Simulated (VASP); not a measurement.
A run of VASP 6.6.1 is set up as follows.

Contents of INCAR:

```
PREC     = Accurate       # precision mode
ENCUT    = 520            # plane-wave cutoff, eV
EDIFF    = 1E-7           # SCF threshold, eV
ISMEAR   = 0              # smearing method
SIGMA    = 0.05           # smearing width, eV
LREAL    = F              # projectors in reciprocal space
LASPH    = T              # aspherical terms in the spheres
NELM     = 60             # most SCF steps
ALGO     = Normal         # electronic algorithm
ISIF     = 2              # what is computed and relaxed
LWAVE    = F              # write WAVECAR
LCHARG   = T              # write CHGCAR
GGA      = PE             # functional
LELF     = T              # ELF
LVHAR    = T            
NBANDS   = 16             # bands
```

KPOINTS

```
Automatic mesh
0
Gamma
  14 14 14
```

The input POSCAR:

```
InP
1.0
    0.0000000000      2.6544628286      2.6544628286
    2.6544628286      0.0000000000      2.6544628286
    2.6544628286      2.6544628286      0.0000000000
In P
1 1
Direct
    0.0000000000      0.0000000000      0.0000000000
    0.5000000000      0.5000000000      0.5000000000
```

Potentials or basis: VASP PAW PBE potentials, release 64 (In_d, P).

Run with:

```bash
$ cat potpaw_PBE.64/In_d/POTCAR potpaw_PBE.64/P/POTCAR > POTCAR
$ mpirun -np 1 vasp_std > vasp.out
```

**Question.** What does it give for the pressure?

**Answer.** 12.7 GPa.

**Question.** Estimate the band gap on the k mesh.

**Answer.** Zero (bands 9 and 10 overlap by 2.71 eV).

Caveat: the cell stands under pressure; spin-orbit coupling is left out, which moves the levels of the heavy elements.
